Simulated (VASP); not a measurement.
# SiC (P6_3mc) in VASP: further runs

Aim: see how the results for SiC move with the level of theory and the settings. Levels: PBE, r2SCAN. Tasks: single point.

Program: VASP 6.6.1. These are calculated values, not measurements. Logs are shortened: lines on timing, memory, paths and dates and some standing lists are left out, and cuts for length are marked.

## Step 1: The cell of the first run

It takes space group P6_3mc (No. 186, hexagonal). The conventional cell has a = 3.139 Å, b = 3.139 Å, c = 10.043 Å, α = 90.00°, β = 90.00°, γ = 120.00°. Si (site symmetry 3m) has 4 C at 1.89 to 1.91 Å within 2.5 Å. Within 2.5 Å of Si (site symmetry 3m) lie 4 C at 1.90 to 1.92 Å. C (site symmetry 3m) has 4 Si at 1.89 to 1.92 Å within 2.5 Å. C (site symmetry 3m) has 4 Si at 1.90 to 1.91 Å within 2.5 Å.

## Step 2: Single point, PBE (epitaxial xy strain +2.0%)

Input file INCAR:

```
SYSTEM = SiC
  ALGO = Normal
  EDIFF = 1E-6
  ENCUT = 520
  GGA = PE
  ISIF = 2
  ISMEAR = -1
  LASPH = .True.
  LCHARG = .True.
  LELF = .True.
  LREAL = .False.
  LVHAR = .True.
  LWAVE = .False.
  NBANDS = 26
  NELM = 100
  PREC = Accurate
  SIGMA = 0.02
```

Input file KPOINTS:

```
k-points
0
Gamma
  12 12 4
  0 0 0
```

Input file POSCAR:

```
SiC
1.0
    3.1391061337      0.0000000000      0.0000000000
   -1.5695530668      2.7185456570      0.0000000000
    0.0000000000      0.0000000000     10.0433124089
Si C
4 4
Direct
    0.0000000000      0.0000000000     -0.0006527018
    0.3333333333      0.6666666667      0.2494399502
    0.0000000000      0.0000000000      0.4993472982
    0.6666666667      0.3333333333      0.7494399502
    0.0000000000      0.0000000000      0.1877176221
    0.3333333333      0.6666666667      0.4384951295
    0.0000000000      0.0000000000      0.6877176221
    0.6666666667      0.3333333333      0.9384951295
```

Potentials or basis: VASP PAW PBE potentials, release 64 (Si, C).

The run is started by

```sh
$ cat potpaw_PBE.64/Si/POTCAR potpaw_PBE.64/C/POTCAR > POTCAR
$ mpirun -np 1 vasp_std > vasp.out
```

OUTCAR:

```text
SYSTEM = SiC
   EDIFF = 1E-6
   ENCUT = 520
   GGA = PE
   ISIF = 2
   ISMEAR = -1
   LASPH = .True.
   LREAL = .False.
   NELM = 100
   PREC = Accurate

 ion  position               nearest neighbor table
   1  0.000  0.000  0.999-   5 1.89   8 1.91   8 1.91   8 1.91   4 3.10   4 3.10   4 3.10   2 3.10
                             2 3.10   2 3.10
   2  0.333  0.667  0.249-   6 1.90   5 1.92   5 1.92   5 1.92   3 3.10   3 3.10   3 3.10   1 3.10
                             1 3.10   1 3.10
   3  0.000  0.000  0.499-   7 1.89   6 1.91   6 1.91   6 1.91   2 3.10   2 3.10   2 3.10   4 3.10
                             4 3.10   4 3.10
   4  0.667  0.333  0.749-   8 1.90   7 1.92   7 1.92   7 1.92   1 3.10   1 3.10   1 3.10   3 3.10
                             3 3.10   3 3.10
   5  0.000  0.000  0.188-   1 1.89   2 1.92   2 1.92   2 1.92
   6  0.333  0.667  0.438-   2 1.90   3 1.91   3 1.91   3 1.91
   7  0.000  0.000  0.688-   3 1.89   4 1.92   4 1.92   4 1.92
   8  0.667  0.333  0.938-   4 1.90   1 1.91   1 1.91   1 1.91

  LATTYP: Found a hexagonal cell.
 ALAT       =     3.1391061337
 C/A-ratio  =     3.1994179174

  Lattice vectors:

 A1 = (   3.1391061337,   0.0000000000,   0.0000000000)
 A2 = (  -1.5695530668,   2.7185456570,   0.0000000000)
 A3 = (   0.0000000000,   0.0000000000,  10.0433124089)

Analysis of symmetry for initial positions (statically):
=====================================================================
 Subroutine PRICEL returns:
 Original cell was already a primitive cell.

 Routine SETGRP: Setting up the symmetry group for a
 hexagonal supercell.

 Subroutine GETGRP returns: Found 12 space group operations
 (whereof  6 operations were pure point group operations)
 out of a pool of 24 trial point group operations.

The static configuration has the point symmetry C_3v.
 The point group associated with its full space group is C_6v.

Analysis of symmetry for dynamics (positions and initial velocities):
=====================================================================
 Subroutine PRICEL returns:
 Original cell was already a primitive cell.

 Routine SETGRP: Setting up the symmetry group for a
 hexagonal supercell.

 Subroutine GETGRP returns: Found 12 space group operations
 (whereof  6 operations were pure point group operations)
 out of a pool of 24 trial point group operations.

The dynamic configuration has the point symmetry C_3v.
 The point group associated with its full space group is C_6v.

 Subroutine INISYM returns: Found 12 space group operations
 (whereof  6 operations are pure point group operations),
 and found     1 'primitive' translations

----------------------------------------------------------------------------------------

                                     Primitive cell

  volume of cell :      85.7077

  direct lattice vectors                    reciprocal lattice vectors
     3.139106134  0.000000000  0.000000000     0.318562023  0.183921870  0.000000000
    -1.569553067  2.718545657  0.000000000     0.000000000  0.367843739  0.000000000
     0.000000000  0.000000000 10.043312409     0.000000000  0.000000000  0.099568744

  length of vectors
     3.139106134  3.139106134 10.043312409     0.367843739  0.367843739  0.099568744

  position of ions in fractional coordinates (direct lattice)
     0.000000000  0.000000000  0.999347298
     0.333333333  0.666666667  0.249439950
     0.000000000  0.000000000  0.499347298
     0.666666667  0.333333333  0.749439950
     0.000000000  0.000000000  0.187717622
     0.333333333  0.666666667  0.438495129
     0.000000000  0.000000000  0.687717622
     0.666666667  0.333333333  0.938495129

  ion indices of the primitive-cell ions
   primitive index   ion index
                 1           1
                 2           2
                 3           3
                 4           4
                 5           5
                 6           6
                 7           7
                 8           8

----------------------------------------------------------------------------------------

 KPOINTS: k-points

Automatic generation of k-mesh.
 Grid dimensions read from file:
 generate k-points for:   12   12    4

 Generating k-lattice:

  Cartesian coordinates                     Fractional coordinates (reciprocal lattice)
     0.026546835  0.015326822  0.000000000     0.083333333  0.000000000  0.000000000
     0.000000000  0.030653645  0.000000000     0.000000000  0.083333333  0.000000000
     0.000000000  0.000000000  0.024892186     0.000000000  0.000000000  0.250000000

  Length of vectors
     0.030653645  0.030653645  0.024892186

  Shift w.r.t. Gamma in fractional coordinates (k-lattice)
     0.000000000  0.000000000  0.000000000

 Subroutine IBZKPT returns following result:
 ===========================================

 Found     57 irreducible k-points:

 Following reciprocal coordinates:
            Coordinates               Weight
  0.000000  0.000000  0.000000      1.000000
  0.083333  0.000000  0.000000      6.000000
  0.166667  0.000000  0.000000      6.000000
  0.250000  0.000000  0.000000      6.000000
  0.333333  0.000000  0.000000      6.000000
  0.416667  0.000000  0.000000      6.000000
[... 16 lines left out ...]
  0.250000  0.000000  0.250000     12.000000
  0.333333  0.000000  0.250000     12.000000
 [... further k-points ...]
   k-points           NKPTS =     57   k-points in BZ     NKDIM =     57   number of bands    NBANDS=     26
   number of dos      NEDOS =    301   number of ions     NIONS =      8
   total plane-waves  NPLWV =  46080
   dimension x,y,z NGX =    24 NGY =   24 NGZ =   80
   dimension x,y,z NGXF=    48 NGYF=   48 NGZF=  160
   ions per type =               4   4
   NGX,Y,Z   is equivalent  to a cutoff of  12.71, 12.71, 13.24 a.u.
   NGXF,Y,Z  is equivalent  to a cutoff of  25.42, 25.42, 26.48 a.u.
 SYSTEM =  SiC
   PREC   = accura    normal or accurate (medium, high low for compatibility)
   ISTART =      0    job   : 0-new  1-cont  2-samecut
   ICHARG =      2    charge: 1-file 2-atom 10-const
   ISPIN  =      1    spin polarized calculation?
   LNONCOLLINEAR =      F non collinear calculations
   LSORBIT =      F    spin-orbit coupling
   LASPH  =      T    aspherical Exc in radial PAW
   ENCUT  =  520.0 eV  38.22 Ry    6.18 a.u.   5.84  5.84 18.67*2*pi/ulx,y,z
   NELM   =    100;   NELMIN=  2; NELMDL= -5     # of ELM steps
   EDIFF  = 0.1E-05   stopping-criterion for ELM
   LREAL  =      F    real-space projection
   EDIFFG = 0.1E-04   stopping-criterion for IOM
   NSW    =      0    number of steps for IOM
   IBRION =     -1    ionic relax: 0-MD 1-quasi-New 2-CG
   NFREE  =      0    steps in history (QN), initial steepest desc. (CG)
   ISIF   =      2    stress and relaxation
   ISYM   =      2    0-nonsym 1-usesym 2-fastsym
   POTIM  = 0.5000    time-step for ionic-motion
   TEBEG  =    0.0;   TEEND  =   0.0 temperature during run
   PSTRESS=    0.0 pullay stress
   NELECT =      32.0000    total number of electrons
   NUPDOWN=      -1.0000    fix difference up-down
   EMIN   =  10.00;   EMAX   =-10.00  energy-range for DOS
   EFERMI =   0.00;   METHOD = LEGACY
   ISMEAR =    -1;   SIGMA  =   0.02  broadening in eV -4-tet -1-fermi 0-gaus
   EFERMI_NEDOS =   21; number of points for ismear=-14 and -15
   IALGO  =     38    algorithm
   IMIX   =      4    mixing-type and parameters
     AMIX     =   0.40;   BMIX     =  1.00
     AMIX_MAG =   1.60;   BMIX_MAG =  1.00
  volume/ion in A,a.u.               =      10.71        72.30
  Fermi-wavevector in a.u.,A,eV,Ry     =   1.178831  2.227668 18.907241  1.389643
  Thomas-Fermi vector in A             =   2.315153
   LORBIT       =      0    0 simple, 1 ext, 2 COOP (PROOUT), +10 PAW based schemes
   GGA     = PE    functional components
   LHFCALC =     F    Hartree Fock is set to
   AEXX    =    0.0000 exact exchange contribution
   IVDW    =     0    specifies the selected vdW correction
   LEPSILON=     F    determine dielectric tensor
   LRPA    =     F    only Hartree local field effects (RPA)
 non-spin polarized calculation
  energy-cutoff  :      520.00
  volume of cell :       85.71
 maximum number of plane-waves:      2328
 NGX is ok and might be reduce to    24
   NGX = 11   NGY = 11   NGZ = 37

 number of electron      32.0000003 magnetization

 Free energy of the ion-electron system (eV)
  ---------------------------------------------------
  ext. energy  EPLUGINS =         0.00000000
  ---------------------------------------------------
  free energy    TOTEN  =       -60.18191675 eV

  energy without entropy =      -60.18191675  energy(sigma->0) =      -60.18191675

 E-fermi :   8.2793     XC(G=0): -11.2005

 val. band max:        7.8649338023   @ k =   0.0000   0.0000   0.0000
 cond. band min:      10.0011103428   @ k =   0.5000   0.0000   0.0000
 fundamental gap:      2.1361765405
 Fermi energy:         8.2793426576

 k-point     1 :       0.0000    0.0000    0.0000
  band No.  band energies     occupation
      1      -7.4224      2.00000
      2      -6.2380      2.00000
      3      -6.1972      2.00000
      4      -3.8171      2.00000
      5      -0.5632      2.00000
      6       3.6573      2.00000
[... 18 lines left out ...]
     25      15.2258      0.00000
     26      15.5177      0.00000

 k-point     2 :       0.0833    0.0000    0.0000
  band No.  band energies     occupation
      1      -7.3072      2.00000
      2      -6.1270      2.00000
      3      -6.0855      2.00000
      4      -3.7217      2.00000
      5      -0.4597      2.00000
      6       3.6743      2.00000
[... 18 lines left out ...]
     25      14.9855      0.00000
[... 608 lines left out ...]
     25      16.2156      0.00000
     26      16.4991      0.00000

 k-point    24 :       0.3333    0.0000    0.2500
  band No.  band energies     occupation
      1      -5.5836      2.00000
      2      -5.0216      2.00000
      3      -3.9803      2.00000
      4      -2.8348      2.00000
      5       0.5853      2.00000
      6       1.0925      2.00000
[... 18 lines left out ...]
     25      16.2407      0.00000
     26      16.7813      0.00000

 [... further k-points ...]

------------------------ aborting loop because EDIFF is reached ----------------------------------------

  FORCE on cell =-STRESS in cart. coord.  units (eV):
  Direction    XX          YY          ZZ          XY          YZ          ZX
  --------------------------------------------------------------------------------------
  -------------------------------------------------------------------------------------
  Total       -4.1688302     -4.1688302      1.6411210     -0.0000000      0.0000000      0.0000000
  in kB      -77.9300922    -77.9300922     30.6783209     -0.0000000      0.0000000      0.0000000
  external PRESSURE =     -41.7272878 kB  Pullay stress =       0.0000000 kB

 VOLUME and BASIS-vectors are now :
 -----------------------------------------------------------------------------
  energy-cutoff  :      520.00
  volume of cell :       85.71
      direct lattice vectors                 reciprocal lattice vectors
     3.139106134  0.000000000  0.000000000     0.318562023  0.183921870  0.000000000
    -1.569553067  2.718545657  0.000000000     0.000000000  0.367843739  0.000000000
     0.000000000  0.000000000 10.043312409     0.000000000  0.000000000  0.099568744

 POSITION                                       TOTAL-FORCE (eV/Angst)
 -----------------------------------------------------------------------------------
      0.00000      0.00000     10.03676         0.000000     -0.000000     -0.030134
     -0.00000      1.81236      2.50520        -0.000000      0.000000     -0.019402
      0.00000      0.00000      5.01510        -0.000000     -0.000000     -0.030134
      1.56955      0.90618      7.52686        -0.000000      0.000000     -0.019402
      0.00000      0.00000      1.88531         0.000000     -0.000000      0.030442
     -0.00000      1.81236      4.40394        -0.000000     -0.000000      0.019094
      0.00000      0.00000      6.90696        -0.000000     -0.000000      0.030442
      1.56955      0.90618      9.42560         0.000000     -0.000000      0.019094
 -----------------------------------------------------------------------------------
    total drift:                                0.000000      0.000000      0.000368

  FREE ENERGIE OF THE ION-ELECTRON SYSTEM (eV)
  ---------------------------------------------------
  free  energy   TOTEN  =       -60.1819167503 eV

  energy  without entropy=      -60.1819167503  energy(sigma->0) =      -60.18191675
```

Wall time 48 s (1 thread of Intel Xeon 6975P-C (Granite Rapids), shared host); peak memory 0.25 GiB.

Results:

```
Free energy            : -60.1819 eV
Pressure               : -4.2 GPa
Largest force          : 0.030 eV/Å
Band gap on the k mesh : 2.14 eV, indirect (least direct gap 3.32 eV)
```

Forces on the atoms (eV/Å):
```
Si   0.000  0.000 -0.030
Si   0.000  0.000 -0.019
Si   0.000  0.000 -0.030
Si   0.000  0.000 -0.019
C    0.000  0.000  0.030
C    0.000  0.000  0.019
C    0.000  0.000  0.030
C    0.000  0.000  0.019
```

Caveat: the cell differs from its parent crystal (epitaxial xy strain +2.0%). A k mesh can miss the band edges.

## Step 3: Single point, PBE (epitaxial xy strain +3.0%)

Input file INCAR:

```
SYSTEM = SiC
PREC = Accurate ; ENCUT = 520
EDIFF = 1E-6 ; ISMEAR = -1
SIGMA = 0.02 ; LREAL = .FALSE.
LASPH = .TRUE. ; NELM = 80
ALGO = Normal ; ISIF = 2
LWAVE = .FALSE. ; LCHARG = .FALSE.
GGA = PE ; NBANDS = 26
```

Input file KPOINTS:

```
regular mesh
0
G
  12 12 4
  0 0 0
```

Input file POSCAR:

```
SiC
1.0
    3.1698816840      0.0000000000      0.0000000000
   -1.5849408420      2.7451980654      0.0000000000
    0.0000000000      0.0000000000     10.0263391721
Si C
4 4
Direct
    0.0000000000      0.0000000000     -0.0008671590
    0.3333333333      0.6666666667      0.2492476495
    0.0000000000      0.0000000000      0.4991328410
    0.6666666667      0.3333333333      0.7492476495
    0.0000000000      0.0000000000      0.1878906574
    0.3333333333      0.6666666667      0.4387288522
    0.0000000000      0.0000000000      0.6878906574
    0.6666666667      0.3333333333      0.9387288522
```

Potentials or basis: VASP PAW PBE potentials, release 64 (Si, C).

The run is started by

```sh
$ cat potpaw_PBE.64/Si/POTCAR potpaw_PBE.64/C/POTCAR > POTCAR
$ mpirun -np 1 vasp_std > vasp.out
```

It took 52 s on 1 thread of Intel Xeon 6975P-C (Granite Rapids), shared host; peak memory 0.25 GiB.

It converged, with:

```yaml
Free_energy: -60.0717 eV
Pressure: -7.5 GPa
Largest_force: 0.043 eV/Å
Band_gap_on_the_k_mesh: 2.01 eV, indirect (least direct gap 3.22 eV)
```

Forces on the atoms (eV/Å):
```
Si   0.000  0.000 -0.043
Si   0.000  0.000 -0.030
Si   0.000  0.000 -0.043
Si   0.000  0.000 -0.030
C    0.000  0.000  0.043
C    0.000  0.000  0.030
C    0.000  0.000  0.043
C    0.000  0.000  0.030
```

Stress tensor (GPa, compression positive):
```
-12.71   0.00   0.00
  0.00 -12.71   0.00
  0.00   0.00   3.02
```

Levels at points of the mesh, in eV from the valence-band top:
```csv
k point,band 14,band 15,band 16,band 17,band 18,band 19
"(0.00, 0.00, 0.00)",-0.20,-0.20,0.00,4.00,4.64,5.35
"(0.50, 0.00, 0.00)",-2.11,-1.53,-1.21,2.01,2.17,3.80
"(0.00, 0.00, 0.50)",-0.44,-0.44,-0.44,4.23,4.23,5.75
"(0.50, 0.00, 0.50)",-2.46,-1.67,-1.67,2.36,2.36,4.02
```

Caveat: the cell differs from its parent crystal (epitaxial xy strain +3.0%).

(Continued in part 2 of 2.)
